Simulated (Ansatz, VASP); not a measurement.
**Two plane-wave programs on Zn4SeO3**

```
Zn Se O
1.0
     4.88664    0.00021    0.00006
     0.00024    4.90371   -0.00054
     0.00006   -0.00052    4.88585
Zn Se O
4 1 3
Direct
  0.27763 0.27739 0.27750
  0.27753 0.72260 0.72245
  0.72256 0.27741 0.72245
  0.72242 0.72256 0.27751
  0.99995 0.00002 0.00006
  0.49996 0.49999 0.00000
  0.49998 0.00001 0.50005
  0.99998 0.50001 0.49998
```

Change from the starting cell: cell x1, atoms moved at random (sigma 0.1 Å) and cell strained at random (1.5 %), then relaxed without symmetry.

Alike in both runs: functional PBE; k mesh 4 × 4 × 4; occupations gaussian, width 0.2 eV; no spin polarisation.

Ansatz relaxed the structure, and its values are those at the end. VASP's run is a single point on that final structure, the one shown.

|  | VASP | Ansatz |
| --- | --- | --- |
| version | VASP 6.6.1 | Ansatz 0.2.0 |
| potentials or method | VASP PAW PBE potentials, release 64 (Zn, Se, O), cutoff 520 eV | scalar-relativistic, plane waves, PAW |
| valence electrons in the cell | 72 | 82 |

Ansatz gave:

| Item | Value |
| --- | --- |
| gap on the k mesh at the Fermi level (eV) | none |
| pressure (GPa) | 0.0 |
| rms of the force components (eV/Å) | 0.003 |

Problem. Estimate VASP's values.

Solution. gap on the k mesh at the Fermi level (eV): none; pressure (GPa): 0.6; rms of the force components (eV/Å): 0.002.

A gap of «none» marks a metal or a gap that the smearing closes. VASP's potentials hold 72 valence electrons a cell and Ansatz's 82, so a difference there can come from the potentials and not from the codes.
